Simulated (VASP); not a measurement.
Here is a VASP 6.6.1 calculation.

Contents of INCAR:

```
SYSTEM = MnHg
  PREC = Accurate
  ENCUT = 520
  EDIFF = 1E-6
  ISMEAR = 0
  SIGMA = 0.02
  LREAL = .FALSE.
  LASPH = .TRUE.
  NELM = 150
  ALGO = Fast
  ISIF = 2
  LWAVE = .FALSE.
  LCHARG = .FALSE.
  ISPIN = 2
  MAGMOM = 0 4
  LORBIT = 11
  LMAXMIX = 4
  GGA = CA
  NBANDS = 24
```

File KPOINTS:

```
regular mesh
0
G
  8 8 8
  0 0 0
```

POSCAR

```
MnHg
1.0
    3.3150000000      0.0000000000      0.0000000000
    0.0000000000      3.3150000000      0.0000000000
    0.0000000000      0.0000000000      3.3150000000
Hg Mn
1 1
Direct
    0.0000000000      0.0000000000      0.0000000000
    0.5000000000      0.5000000000      0.5000000000
```

Potentials or basis: VASP PAW LDA potentials, release 64 (Hg, Mn_pv).

The run is started by

```sh
$ cat potpaw_LDA.64/Hg/POTCAR potpaw_LDA.64/Mn_pv/POTCAR > POTCAR
$ mpirun -np 1 vasp_std > vasp.out
```

**Question.** Predict the site moments.

**Answer.** Hg -0.05; Mn +3.63 μB.

**Question.** What does it give for the net moment?

**Answer.** 3.72 μB per cell.

**Question.** Predict the pressure.

**Answer.** -9.7 GPa.
